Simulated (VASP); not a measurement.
Here is a VASP 6.6.1 calculation.

The input INCAR:

```
ALGO     = Normal         # electronic algorithm
EDIFF    = 1E-8           # SCF threshold, eV
ENCUT    = 750            # plane-wave cutoff, eV
GGA      = PS             # functional
GGA_COMPAT= F            
IBRION   = 6              # ionic algorithm
ISIF     = 3              # what is computed and relaxed
ISMEAR   = 0              # smearing method
LASPH    = T              # aspherical terms in the spheres
LCHARG   = F              # write CHGCAR
LREAL    = F              # projectors in reciprocal space
LWAVE    = F              # write WAVECAR
NBANDS   = 13             # bands
NELM     = 120            # most SCF steps
NFREE    = 2            
NSW      = 1              # ionic steps
POTIM    = 0.015          # step
PREC     = Accurate       # precision mode
SIGMA    = 0.01           # smearing width, eV
```

KPOINTS

```
k-points
0
Gamma
  6 6 6
```

File POSCAR:

```
Li2Se
1.0
    0.0000000000      2.8805389543      2.8805389543
    2.8805389543      0.0000000000      2.8805389543
    2.8805389543      2.8805389543      0.0000000000
Li Se
2 1
Direct
    0.2500000000      0.2500000000      0.2500000000
    0.7500000000      0.7500000000      0.7500000000
    0.0000000000      0.0000000000      0.0000000000
```

Potentials or basis: VASP PAW PBE potentials, release 64 (Li_sv, Se).

The run is started by

```bash
$ cat potpaw_PBE.64/Li_sv/POTCAR potpaw_PBE.64/Se/POTCAR > POTCAR
$ mpirun -np 1 vasp_std > vasp.out
```

Task: Estimate the elastic constants C11, C12, C44.

Result: 82, 29, 34 GPa.

Task: What does it give for the Voigt bulk modulus?

Result: 47 GPa.

Task: What does it give for the highest phonon frequency at Γ, LO-TO splitting left out?

Result: 396 cm⁻¹.

Clamped-ion elastic tensor (GPa):
```
82 29 29  0  0  0
29 82 29  0  0  0
29 29 82  0  0  0
 0  0  0 45  0  0
 0  0  0  0 45  0
 0  0  0  0  0 45
```

Caveat: the cell is under stress, which shifts elastic constants; the PAW data sets were made with another functional, which shifts forces and pressure a little.
